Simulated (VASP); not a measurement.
Ga: single point with LDA

Crystal: Ga.

```
Ga
1.0
     2.20854   -3.74557    0.00000
     2.20854    3.74557    0.00000
     0.00000    0.00000    4.43900
Ga
4
Cartesian
  2.2085 -2.5768 0.3751
  2.2085 -1.1687 2.5946
  2.2085 2.5768 4.0639
  2.2085 1.1687 1.8444
```

- Program: VASP 6.6.1
- Task: single point
- Functional: LDA
- Potentials or basis: VASP PAW LDA potentials, release 64 (Ga_d)
- Cutoff: 520 eV
- k mesh: 12 × 12 × 10
- Occupations: gaussian, width 0.1 eV
- Spin: no spin polarisation
- Dipole correction: no
- Further INCAR settings: ALGO = Fast; EDIFF = 1e-06; NBANDS = 34

The pressure is 0.2 GPa and the band gap on the k mesh is zero (bands 26 and 27 overlap by 1.41 eV).

Levels at points of the mesh, in eV from the Fermi level:
```csv
k point,band 24,band 25,band 26,band 27,band 28,band 29
"(0.00, 0.00, 0.00)",-1.80,-1.60,-0.73,0.97,1.12,1.12
"(0.50, 0.00, 0.00)",-3.46,-1.44,-1.44,0.81,0.81,4.40
"(0.50, 0.50, 0.00)",-3.45,-1.71,-1.60,1.15,1.23,3.60
"(0.00, 0.00, 0.50)",0.00,0.08,0.08,0.14,0.14,2.18
"(0.50, 0.00, 0.50)",-6.48,-1.58,-1.58,0.62,0.62,7.57
"(0.50, 0.50, 0.50)",-5.49,-1.33,-1.33,-0.91,-0.91,7.01
```

It took 14 min on 1 thread of Intel Xeon 8259CL, on a shared host, peak memory 0.5 GiB.
